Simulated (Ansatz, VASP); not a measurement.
**One calculation of KF, two programs**

```xyz
2
Lattice="0.0000 2.7243 2.7243 2.7243 0.0000 2.7243 2.7243 2.7243 0.0000" Properties=species:S:1:pos:R:3 pbc="T T T"
K     0.0000    0.0000    0.0000
F     2.7243    2.7243    2.7243
```

Alike in both runs: task single point; functional LDA; k mesh 9 × 9 × 9; occupations fermi-dirac, width 0.05 eV; no spin polarisation.

|  | VASP | Ansatz |
| --- | --- | --- |
| version | VASP 6.6.1 | Ansatz 0.2.0 |
| potentials or method | VASP PAW LDA potentials, release 64 (K_sv, F) | Ansatz PAW |
| plane-wave cutoff (eV) | 520 | 420 |
| valence electrons in the cell | 16 | 16 |

```tsv
	VASP	Ansatz	Ansatz less VASP
gap on the k mesh at the Fermi level (eV)	5.51	5.52	+0.014
least direct gap on the mesh (eV)	5.51	5.52	+0.014
pressure (GPa)	-4.7	-4.7	-0.05
```

LDA's correlation is that of Perdew and Zunger in VASP and of Perdew and Wang (1992) in Ansatz.

Noted on Ansatz's run: odd divisions of the mesh miss points on the zone boundary, where band edges often lie, so the gap on the mesh can be too wide.
